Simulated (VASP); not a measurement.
# C (P-1) in VASP: further runs, part 2 of 2

VASP 6.6.1.

**3. Single point, r2SCAN**

Contents of POSCAR:

```
C
1.0
    2.1273200000     -1.2282800000      0.0000000000
    2.1273200000      1.2282800000      0.0000000000
   -1.3790700000      0.0000000000      3.5028300000
C
2
Direct
    0.8227801386      0.8397301386      1.0006519338
    0.1642600000      0.1634100000      0.9948100000
```

Contents of INCAR.step1:

```
  ALGO = Normal
  EDIFF = 1E-4
  ENCUT = 520
  GGA = PE
  ISMEAR = -1
  LASPH = T
  LCHARG = F
  LREAL = F
  LWAVE = T
  NBANDS = 11
  NELM = 80
  PREC = Accurate
  SIGMA = 0.05
```

Contents of INCAR.step2:

```
  ALGO = Normal
  EDIFF = 1E-6
  ENCUT = 520
  ISIF = 2
  ISMEAR = -1
  ISTART = 1
  LASPH = T
  LCHARG = T
  LELF = T
  LMIXTAU = T
  LREAL = F
  LVHAR = T
  LWAVE = F
  METAGGA = R2SCAN
  NBANDS = 11
  NELM = 80
  PREC = Accurate
  SIGMA = 0.05
```

Contents of KPOINTS:

```
k-points
0
Gamma
  9 9 6
```

Potentials or basis: VASP PAW PBE potentials, release 64 (C).

Run with:

```
> cat potpaw_PBE.64/C/POTCAR > POTCAR
> cp INCAR.step1 INCAR
> mpirun -np 1 vasp_std > vasp.out
> cp INCAR.step2 INCAR
> mpirun -np 1 vasp_std > vasp.out
```

OUTCAR:

```text
EDIFF = 1E-6
   ENCUT = 520
   ISIF = 2
   ISMEAR = -1
   ISTART = 1
   LASPH = T
   LREAL = F
   METAGGA = R2SCAN
   NELM = 80
   PREC = Accurate

 ion  position               nearest neighbor table
   1  0.823  0.840  0.001-   2 1.40   2 1.42   2 1.44
   2  0.164  0.163  0.995-   1 1.40   1 1.42   1 1.44

  LATTYP: Found a base centered monoclinic cell.
 ALAT       =     4.2546400000
 B/A-ratio  =     0.5773837504
 C/A-ratio  =     0.8848047021
 COS(beta)  =    -0.3663330234

  Lattice vectors:

 A1 = (   2.1273200000,  -1.2282800000,   0.0000000000)
 A2 = (   2.1273200000,   1.2282800000,   0.0000000000)
 A3 = (  -1.3790700000,   0.0000000000,   3.5028300000)

Analysis of symmetry for initial positions (statically):
=====================================================================
 Subroutine PRICEL returns:
 Original cell was already a primitive cell.

 Routine SETGRP: Setting up the symmetry group for a
 base centered monoclinic supercell.

 Subroutine GETGRP returns: Found  2 space group operations
 (whereof  1 operations were pure point group operations)
 out of a pool of  4 trial point group operations.

The static configuration has the point symmetry C_1 .
 The point group associated with its full space group is S_2 .

Analysis of symmetry for dynamics (positions and initial velocities):
=====================================================================
 Subroutine PRICEL returns:
 Original cell was already a primitive cell.

 Routine SETGRP: Setting up the symmetry group for a
 base centered monoclinic supercell.

 Subroutine GETGRP returns: Found  2 space group operations
 (whereof  1 operations were pure point group operations)
 out of a pool of  4 trial point group operations.

The dynamic configuration has the point symmetry C_1 .
 The point group associated with its full space group is S_2 .

 Subroutine INISYM returns: Found  2 space group operations
 (whereof  1 operations are pure point group operations),
 and found     1 'primitive' translations

----------------------------------------------------------------------------------------

                                     Primitive cell

  volume of cell :      18.3054

  direct lattice vectors                    reciprocal lattice vectors
     2.127320000 -1.228280000  0.000000000     0.235037512 -0.407073306  0.092534660
     2.127320000  1.228280000  0.000000000     0.235037512  0.407073306  0.092534660
    -1.379070000  0.000000000  3.502830000     0.000000000  0.000000000  0.285483452

  length of vectors
     2.456453163  2.456453163  3.764525478     0.479076165  0.479076165  0.285483452

  position of ions in fractional coordinates (direct lattice)
     0.822780139  0.839730139  0.000651934
     0.164260000  0.163410000  0.994810000

  ion indices of the primitive-cell ions
   primitive index   ion index
                 1           1
                 2           2

----------------------------------------------------------------------------------------

 KPOINTS: k-points

Automatic generation of k-mesh.
 Grid dimensions read from file:
 generate k-points for:    9    9    6

 Generating k-lattice:

  Cartesian coordinates                     Fractional coordinates (reciprocal lattice)
     0.026115279 -0.045230367  0.010281629     0.111111111  0.000000000  0.000000000
     0.026115279  0.045230367  0.010281629     0.000000000  0.111111111  0.000000000
     0.000000000  0.000000000  0.047580575     0.000000000  0.000000000  0.166666667

  Length of vectors
     0.053230685  0.053230685  0.047580575

  Shift w.r.t. Gamma in fractional coordinates (k-lattice)
     0.000000000  0.000000000  0.000000000

 Subroutine IBZKPT returns following result:
 ===========================================

 Found    244 irreducible k-points:

 Following reciprocal coordinates:
            Coordinates               Weight
  0.000000  0.000000  0.000000      1.000000
  0.111111 -0.000000 -0.000000      2.000000
  0.000000 -0.111111  0.000000      2.000000
  0.222222 -0.000000  0.000000      2.000000
  0.000000 -0.222222  0.000000      2.000000
  0.333333 -0.000000  0.000000      2.000000
[... 16 lines left out ...]
 -0.111111  0.111111  0.000000      2.000000
  0.222222  0.222222  0.000000      2.000000
 [... further k-points ...]
   k-points           NKPTS =    244   k-points in BZ     NKDIM =    244   number of bands    NBANDS=     11
   number of dos      NEDOS =    301   number of ions     NIONS =      2
   total plane-waves  NPLWV =   9072
   dimension x,y,z NGX =    18 NGY =   18 NGZ =   28
   dimension x,y,z NGXF=    36 NGYF=   36 NGZF=   56
   ions per type =               2
   NGX,Y,Z   is equivalent  to a cutoff of  12.18, 12.18, 12.37 a.u.
   NGXF,Y,Z  is equivalent  to a cutoff of  24.36, 24.36, 24.73 a.u.
 SYSTEM =  unknown system
   PREC   = accura    normal or accurate (medium, high low for compatibility)
   ISTART =      1    job   : 0-new  1-cont  2-samecut
   ICHARG =      0    charge: 1-file 2-atom 10-const
   ISPIN  =      1    spin polarized calculation?
   LNONCOLLINEAR =      F non collinear calculations
   LSORBIT =      F    spin-orbit coupling
   LASPH  =      T    aspherical Exc in radial PAW
   ENCUT  =  520.0 eV  38.22 Ry    6.18 a.u.   4.57  4.57  7.00*2*pi/ulx,y,z
   NELM   =     80;   NELMIN=  2; NELMDL=  0     # of ELM steps
   EDIFF  = 0.1E-05   stopping-criterion for ELM
   LREAL  =      F    real-space projection
   EDIFFG = 0.1E-04   stopping-criterion for IOM
   NSW    =      0    number of steps for IOM
   IBRION =     -1    ionic relax: 0-MD 1-quasi-New 2-CG
   NFREE  =      0    steps in history (QN), initial steepest desc. (CG)
   ISIF   =      2    stress and relaxation
   ISYM   =      2    0-nonsym 1-usesym 2-fastsym
   POTIM  = 0.5000    time-step for ionic-motion
   TEBEG  =    0.0;   TEEND  =   0.0 temperature during run
   PSTRESS=    0.0 pullay stress
   NELECT =       8.0000    total number of electrons
   NUPDOWN=      -1.0000    fix difference up-down
   EMIN   =  10.00;   EMAX   =-10.00  energy-range for DOS
   EFERMI =   0.00;   METHOD = LEGACY
   ISMEAR =    -1;   SIGMA  =   0.05  broadening in eV -4-tet -1-fermi 0-gaus
   EFERMI_NEDOS =   21; number of points for ismear=-14 and -15
   IALGO  =     38    algorithm
   IMIX   =      4    mixing-type and parameters
     AMIX     =   0.40;   BMIX     =  1.00
     AMIX_MAG =   1.60;   BMIX_MAG =  1.00
  volume/ion in A,a.u.               =       9.15        61.77
  Fermi-wavevector in a.u.,A,eV,Ry     =   1.242353  2.347707 20.999795  1.543441
  Thomas-Fermi vector in A             =   2.376711
   LORBIT       =      0    0 simple, 1 ext, 2 COOP (PROOUT), +10 PAW based schemes
   METAGGA = R2SCAN    functional components
   LHFCALC =     F    Hartree Fock is set to
   AEXX    =    0.0000 exact exchange contribution
   IVDW    =     0    specifies the selected vdW correction
   LEPSILON=     F    determine dielectric tensor
   LRPA    =     F    only Hartree local field effects (RPA)
 non-spin polarized calculation
  energy-cutoff  :      520.00
  volume of cell :       18.31
 maximum number of plane-waves:       506
   NGX =  9   NGY =  9   NGZ = 13

 number of electron       8.0000000 magnetization

 Free energy of the ion-electron system (eV)
  ---------------------------------------------------
  ext. energy  EPLUGINS =         0.00000000
  ---------------------------------------------------
  free energy    TOTEN  =       -19.85223236 eV

  energy without entropy =      -19.85193697  energy(sigma->0) =      -19.85208466

 E-fermi :   4.3013     XC(G=0): -10.8352

 val. band max:        4.1657771993   @ k =  -0.3333   0.3333   0.3333
 cond. band min:       4.4275962408   @ k =  -0.3333   0.3333   0.3333
 fundamental gap:      0.2618190415
 Fermi energy:         4.3012572130

 k-point     1 :       0.0000    0.0000    0.0000
  band No.  band energies     occupation
      1     -16.6266      2.00000
      2      -2.9485      2.00000
      3       0.7578      2.00000
      4       1.4755      2.00000
      5       8.3700      0.00000
      6      12.6011      0.00000
      7      13.5139      0.00000
      8      16.7499      0.00000
      9      17.6407      0.00000
     10      28.3713      0.00000
     11      29.7500      0.00000
[... 309 lines left out ...]
 k-point    24 :       0.2222    0.2222    0.0000
  band No.  band energies     occupation
      1     -15.3494      2.00000
      2      -2.7994      2.00000
      3      -1.8787      2.00000
      4      -0.7606      2.00000
      5      10.7070      0.00000
      6      12.6690      0.00000
      7      12.9424      0.00000
      8      17.6698      0.00000
      9      20.1541      0.00000
     10      24.7533      0.00000
     11      29.8956      0.00000

 [... further k-points ...]
[... 5 lines left out ...]
  --------------------------------------------------------------------------------------
  -------------------------------------------------------------------------------------
  Total        0.0955790      0.1862859     -0.0426618     -0.2017303     -0.0242173     -0.0009349
  in kB        8.3655400     16.3046463     -3.7339632    -17.6564163     -2.1196139     -0.0818252
  external PRESSURE =       6.9787410 kB  Pullay stress =       0.0000000 kB

 VOLUME and BASIS-vectors are now :
 -----------------------------------------------------------------------------
  energy-cutoff  :      520.00
  volume of cell :       18.31
      direct lattice vectors                 reciprocal lattice vectors
     2.127320000 -1.228280000  0.000000000     0.235037512 -0.407073306  0.092534660
     2.127320000  1.228280000  0.000000000     0.235037512  0.407073306  0.092534660
    -1.379070000  0.000000000  3.502830000     0.000000000  0.000000000  0.285483452

 POSITION                                       TOTAL-FORCE (eV/Angst)
 -----------------------------------------------------------------------------------
      3.53579      0.02082      0.00228         0.287776     -1.188214     -0.328083
     -0.67485     -0.00104      3.48465        -0.287776      1.188214      0.328083
 -----------------------------------------------------------------------------------
    total drift:                               -0.000003      0.000023     -0.000011

  FREE ENERGIE OF THE ION-ELECTRON SYSTEM (eV)
  ---------------------------------------------------
  free  energy   TOTEN  =       -19.8522323623 eV

  energy  without entropy=      -19.8519369653  energy(sigma->0) =      -19.85208466
```

Wall time 82 s (1 thread of AMD EPYC 9R45 (Zen 5), shared host); peak memory 0.11 GiB.

What came out:

```
Free energy            : -19.8522 eV
Pressure               : 0.7 GPa
Largest force          : 1.266 eV/Å
Band gap on the k mesh : 0.26 eV, direct
```

Forces on the atoms (eV/Å):
```
C    0.288 -1.188 -0.328
C   -0.288  1.188  0.328
```

Stress tensor (GPa, compression positive):
```
 0.84 -1.77 -0.01
-1.77  1.63 -0.21
-0.01 -0.21 -0.37
```

Caveat: the PAW data sets were made with another functional, which shifts forces and pressure a little.

**4. Single point, r2SCAN**

Changes to POSCAR since step 3:

```diff
@@ -8,3 +8,3 @@
 Direct
-    0.8227801386      0.8397301386      1.0006519338
+    0.8220398614      0.8389898614      0.9983680662
     0.1642600000      0.1634100000      0.9948100000
```

Contents of INCAR.step1:

```
SYSTEM = C
  PREC = Accurate
  ENCUT = 520
  ISMEAR = -1
  SIGMA = 0.05
  LREAL = .False.
  LASPH = .True.
  NELM = 60
  NBANDS = 11
  GGA = PE
  ALGO = Normal
  EDIFF = 1E-4
  LWAVE = .True.
  LCHARG = .False.
```

Contents of INCAR.step2:

```
SYSTEM = C
  PREC = Accurate
  ENCUT = 520
  EDIFF = 1E-6
  ISMEAR = -1
  SIGMA = 0.05
  LREAL = .False.
  LASPH = .True.
  NELM = 60
  ALGO = Normal
  ISIF = 2
  LWAVE = .False.
  LCHARG = .True.
  METAGGA = R2SCAN
  LMIXTAU = .True.
  LELF = .True.
  LVHAR = .True.
  NBANDS = 11
  ISTART = 1
```

Contents of KPOINTS:

```
Automatic mesh
0
Gamma
  9 9 6
  0 0 0
```

Potentials or basis: VASP PAW PBE potentials, release 64 (C).

Run with:

```
> cat potpaw_PBE.64/C/POTCAR > POTCAR
> cp INCAR.step1 INCAR
> mpirun -np 1 vasp_std > vasp.out
> cp INCAR.step2 INCAR
> mpirun -np 1 vasp_std > vasp.out
```

OUTCAR:

```text
SYSTEM = C
   PREC = Accurate
   ENCUT = 520
   EDIFF = 1E-6
   ISMEAR = -1
   LREAL = .False.
   LASPH = .True.
   NELM = 60
   ISIF = 2
   METAGGA = R2SCAN
   ISTART = 1

 ion  position               nearest neighbor table
   1  0.822  0.839  0.998-   2 1.40   2 1.42   2 1.43
   2  0.164  0.163  0.995-   1 1.40   1 1.42   1 1.43

  LATTYP: Found a base centered monoclinic cell.
 ALAT       =     4.2546400000
 B/A-ratio  =     0.5773837504
 C/A-ratio  =     0.8848047021
 COS(beta)  =    -0.3663330234

  Lattice vectors:

 A1 = (   2.1273200000,  -1.2282800000,   0.0000000000)
 A2 = (   2.1273200000,   1.2282800000,   0.0000000000)
 A3 = (  -1.3790700000,   0.0000000000,   3.5028300000)

Analysis of symmetry for initial positions (statically):
=====================================================================
 Subroutine PRICEL returns:
 Original cell was already a primitive cell.

 Routine SETGRP: Setting up the symmetry group for a
 base centered monoclinic supercell.

 Subroutine GETGRP returns: Found  2 space group operations
 (whereof  1 operations were pure point group operations)
[... 166 lines left out ...]

 val. band max:        4.1716154962   @ k =  -0.3333   0.3333   0.3333
 cond. band min:       4.4228729799   @ k =  -0.3333   0.3333   0.3333
 fundamental gap:      0.2512574837
 Fermi energy:         4.3017781271

 k-point     1 :       0.0000    0.0000    0.0000
  band No.  band energies     occupation
      1     -16.6272      2.00000
      2      -2.9496      2.00000
      3       0.7554      2.00000
      4       1.4732      2.00000
      5       8.3756      0.00000
      6      12.6019      0.00000
      7      13.5149      0.00000
      8      16.7486      0.00000
      9      17.6415      0.00000
     10      28.3726      0.00000
     11      29.7413      0.00000
[... 309 lines left out ...]
 k-point    24 :       0.2222    0.2222    0.0000
  band No.  band energies     occupation
      1     -15.3501      2.00000
      2      -2.8007      2.00000
      3      -1.8799      2.00000
      4      -0.7629      2.00000
      5      10.7113      0.00000
      6      12.6829      0.00000
      7      12.9308      0.00000
      8      17.6729      0.00000
      9      20.1565      0.00000
     10      24.7315      0.00000
     11      29.8870      0.00000

 [... further k-points ...]
[... 5 lines left out ...]
  --------------------------------------------------------------------------------------
  -------------------------------------------------------------------------------------
  Total        0.0960331      0.1856967     -0.0366430     -0.1996462     -0.0146884     -0.0032681
  in kB        8.4052843     16.2530774     -3.2071753    -17.4740001     -1.2856012     -0.2860369
  external PRESSURE =       7.1503954 kB  Pullay stress =       0.0000000 kB

 VOLUME and BASIS-vectors are now :
 -----------------------------------------------------------------------------
  energy-cutoff  :      520.00
  volume of cell :       18.31
      direct lattice vectors                 reciprocal lattice vectors
     2.127320000 -1.228280000  0.000000000     0.235037512 -0.407073306  0.092534660
     2.127320000  1.228280000  0.000000000     0.235037512  0.407073306  0.092534660
    -1.379070000  0.000000000  3.502830000     0.000000000  0.000000000  0.285483452

 POSITION                                       TOTAL-FORCE (eV/Angst)
 -----------------------------------------------------------------------------------
      2.15672      0.02082      3.49711         0.287088     -1.186184     -0.191453
     -0.67485     -0.00104      3.48465        -0.287088      1.186184      0.191453
 -----------------------------------------------------------------------------------
    total drift:                               -0.000005      0.000023     -0.000013

  FREE ENERGIE OF THE ION-ELECTRON SYSTEM (eV)
  ---------------------------------------------------
  free  energy   TOTEN  =       -19.8543063551 eV

  energy  without entropy=      -19.8539895192  energy(sigma->0) =      -19.85414794
```

OSZICAR.step1:

```text
N       E                     dE             d eps       ncg     rms          rms(c)
DAV:   1     0.116679803607E+01    0.11668E+01   -0.40563E+03  5440   0.644E+02
DAV:   2    -0.191680113790E+02   -0.20335E+02   -0.19382E+02  7131   0.120E+02
DAV:   3    -0.196506125744E+02   -0.48260E+00   -0.48123E+00  6741   0.150E+01
DAV:   4    -0.196524989686E+02   -0.18864E-02   -0.18862E-02  6284   0.115E+00
DAV:   5    -0.196525067406E+02   -0.77720E-05   -0.77717E-05  6823   0.678E-02    0.641E+00
DAV:   6    -0.187096256351E+02    0.94288E+00   -0.78654E-01  6319   0.517E+00    0.374E+00
DAV:   7    -0.184079990900E+02    0.30163E+00   -0.90827E-01  6457   0.559E+00    0.106E+00
DAV:   8    -0.184122723334E+02   -0.42732E-02   -0.23074E-02  6066   0.959E-01    0.130E-01
DAV:   9    -0.184119991774E+02    0.27316E-03   -0.66977E-04  6542   0.164E-01    0.611E-02
DAV:  10    -0.184120839096E+02   -0.84732E-04   -0.17399E-04  6080   0.910E-02
   1 F= -.18412084E+02 E0= -.18411903E+02  d E =-.361363E-03
```

Run time: 82 s. Hardware: 1 thread of AMD EPYC 9R45 (Zen 5), shared host; peak memory 0.12 GiB.

What came out:

| Property | Result |
| --- | --- |
| Free energy | -19.8543 eV |
| Pressure | 0.7 GPa |
| Largest force | 1.235 eV/Å |
| Band gap on the k mesh | 0.25 eV, direct |

Forces in eV/Å, atoms in the order of the input:
```
C    0.287 -1.186 -0.191
C   -0.287  1.186  0.191
```

Levels at points of the mesh, in eV from the valence-band top:
```
           k point  band 1  band 2  band 3  band 4  band 5  band 6  band 7  band 8
(0.00, 0.00, 0.00)  -20.80   -7.12   -3.42   -2.70    4.20    8.43    9.34   12.58
(0.00, 0.00, 0.50)  -20.59   -8.73   -3.43   -2.71    8.40    9.31   10.18   12.73
```

Caveat: the PAW data sets were made with another functional, which shifts forces and pressure a little.
